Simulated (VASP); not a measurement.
# AlGaN2: relaxation of cell and atoms with LDA

AlGaN2:

```
Al Ga N
1.0
     3.14088    0.00000    0.00000
     0.00000    3.14088    0.00000
     0.00000    0.00000    4.42384
Al Ga N
1 1 2
Direct
  0.50000 0.50000 0.50000
  0.00000 0.00000 0.00000
  0.50000 0.00000 0.73826
  0.00000 0.50000 0.26174
```

```json
{
  "Program": "VASP 6.6.1",
  "Task": "relaxation of cell and atoms",
  "Functional": "LDA",
  "Potentials or basis": "VASP PAW LDA potentials, release 64 (Al, Ga_d, N)",
  "Cutoff": "600 eV",
  "k mesh": "8 × 8 × 6",
  "Occupations": "gaussian, width 0.02 eV",
  "Spin": "no spin polarisation",
  "Dipole correction": "no",
  "Further INCAR settings": "ALGO = Normal; EDIFF = 1e-06; IBRION = 2; EDIFFG = -0.005; NSW = 100; ISIF = 3"
}
```

| Property | Result |
| --- | --- |
| Relaxed volume | 10.68 Å³/atom |
| Relaxed cell | a = 3.119 Å, b = 3.119 Å, c = 4.390 Å, α = 90.00°, β = 90.00°, γ = 90.00° |
| Space group after relaxing (to 0.05 Å) | P-4m2 (No. 115) |
| Energy gained by relaxing | 3.5 meV/atom |
| Ionic steps | 9 |
| Pressure after relaxing | 0.1 GPa |
| Band gap on the k mesh | 3.04 eV, direct |

Step by step:
| step | energy change (eV) | largest force (eV/Å) | pressure (GPa) | volume (Å³) |
| --- | --- | --- | --- | --- |
| 1 | 0.0000 | 0.1699 | -4.27 | 43.64 |
| 2 | -0.0019 | 0.0435 | 4.47 | 41.83 |
| 3 | -0.0137 | 0.0650 | 0.05 | 42.69 |
| 4 | -0.0137 | 0.0626 | 0.16 | 42.67 |
| 5 | -0.0139 | 0.0126 | 0.01 | 42.69 |
| 6 | -0.0139 | 0.0004 | 0.14 | 42.69 |
| 7 | -0.0139 | 0.0025 | 0.10 | 42.69 |
| 8 | -0.0139 | 0.0005 | -0.10 | 42.72 |
| 9 | -0.0139 | 0.0009 | 0.05 | 42.71 |

Final structure:
```
CELL_PARAMETERS angstrom
3.11895 0.00000 0.00000
0.00000 3.11895 0.00000
0.00000 0.00000 4.39005
ATOMIC_POSITIONS crystal
Al 0.50000 0.50000 0.50000
Ga 0.00000 0.00000 0.00000
N 0.50000 0.00000 0.73981
N 0.00000 0.50000 0.26019
```

Levels at points of the mesh, in eV from the valence-band top:
| k point | band 11 | band 12 | band 13 | band 14 | band 15 | band 16 |
| --- | --- | --- | --- | --- | --- | --- |
| (0.00, 0.00, 0.00) | -0.23 | 0.00 | 0.00 | 3.04 | 3.49 | 7.56 |
| (0.50, 0.00, 0.00) | -2.94 | -1.00 | -0.72 | 7.16 | 7.23 | 8.00 |
| (0.50, 0.50, 0.00) | -2.33 | -2.33 | -2.31 | 3.24 | 3.24 | 6.33 |
| (0.00, 0.00, 0.50) | -1.61 | -1.03 | -1.03 | 5.29 | 5.43 | 7.99 |
| (0.50, 0.00, 0.50) | -0.89 | -0.62 | -0.59 | 5.30 | 6.65 | 9.18 |
| (0.50, 0.50, 0.50) | -3.34 | -3.34 | -3.34 | 6.15 | 6.15 | 8.98 |

Run time: 110 s on 1 thread of AMD EPYC 9R45 96-Core Processor (Zen 5), on a shared host, peak memory 0.17 GiB.

A k mesh can miss the band edges. As with any semilocal functional, this LDA gap is likely too small.
